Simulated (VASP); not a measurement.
A run of VASP 6.6.1:

Contents of INCAR:

```
PREC = Accurate ; ENCUT = 520
EDIFF = 1E-6 ; ISMEAR = 0
SIGMA = 0.02 ; LREAL = False
LASPH = True ; NELM = 100
ALGO = Normal ; ISIF = 2
LWAVE = False ; LCHARG = False
GGA = PS ; NBANDS = 16
```

Contents of KPOINTS:

```
regular mesh
0
Gamma
  9 9 6
```

Contents of POSCAR:

```
Se
1.0
    4.6574620049      0.0000000000      0.0000000000
   -2.3287310025      4.0334804134      0.0000000000
    0.0000000000      0.0000000000      4.9960243245
Se
3
Direct
    0.1940387821      0.0000000000      0.1666666667
    0.0000000000      0.1940387821      0.8333333333
    0.8059612179      0.8059612179      0.5000000000
```

Potentials or basis: VASP PAW PBE potentials, release 64 (Se).

The run is started by

```sh
$ cat potpaw_PBE.64/Se/POTCAR > POTCAR
$ mpirun -np 1 vasp_std > vasp.out
```

Hardware: 1 thread of Intel(R) Xeon(R) Platinum 8375C CPU @ 2.90GHz (Ice Lake), with other jobs on the host.

Task: How long does it take, and how much memory?

Result: It took 60 s on 1 thread of Intel(R) Xeon(R) Platinum 8375C CPU @ 2.90GHz (Ice Lake), on a shared host, peak memory 0.25 GiB. Counts: scf iterations 12, k points 62.
